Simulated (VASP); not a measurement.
Wanted: the native input for a VASP 6.6.1 run.

* Task: relaxation of shape and atoms at fixed volume
* Functional: PBE
* Potentials or basis: VASP PAW PBE potentials, release 64 (Br)
* Cutoff: 600 eV
* k mesh: 13 × 13 × 13
* Occupations: fermi-dirac, width 0.1 eV
* Spin: no spin polarisation
* Dipole correction: no
* Further INCAR settings: ALGO = Normal; EDIFF = 1e-06; IBRION = 2; EDIFFG = -0.005; NSW = 50; ISIF = 4

The structure of Br lies in POSCAR:

```
Br
1.0
   -2.6240216827      2.6240216827      1.7951813108
    2.6240216827     -2.6240216827      1.7951813108
    2.6240216827      2.6240216827     -1.7951813108
Br
2
Direct
   -0.3750000000     -0.1250000000     -0.2500000000
    0.3750000000      0.1250000000      0.2500000000
```

One way to write it, as run:

INCAR

```
  PREC = Accurate
  ENCUT = 600
  EDIFF = 1E-6
  ISMEAR = -1
  SIGMA = 0.1
  LREAL = False
  LASPH = True
  NELM = 60
  ALGO = Normal
  ISIF = 4
  LWAVE = False
  LCHARG = False
  GGA = PE
  IBRION = 2
  NSW = 50
  EDIFFG = -0.005
```

KPOINTS

```
regular mesh
0
Gamma
  13 13 13
```

Potentials or basis: VASP PAW PBE potentials, release 64 (Br).

The run is started by

```sh
$ cat potpaw_PBE.64/Br/POTCAR > POTCAR
$ mpirun -np 1 vasp_std > vasp.out
```

Results of the run:

```
Energy gained by relaxing : 43.8 meV/atom
Ionic steps               : 4
Pressure after relaxing   : 9.0 GPa
Band gap on the k mesh    : zero (bands 7 and 8 overlap by 2.34 eV)
```

Run time: 120 s on 1 thread of Intel(R) Xeon(R) 6975P-C (Granite Rapids), with other jobs on the host, peak memory 0.28 GiB.
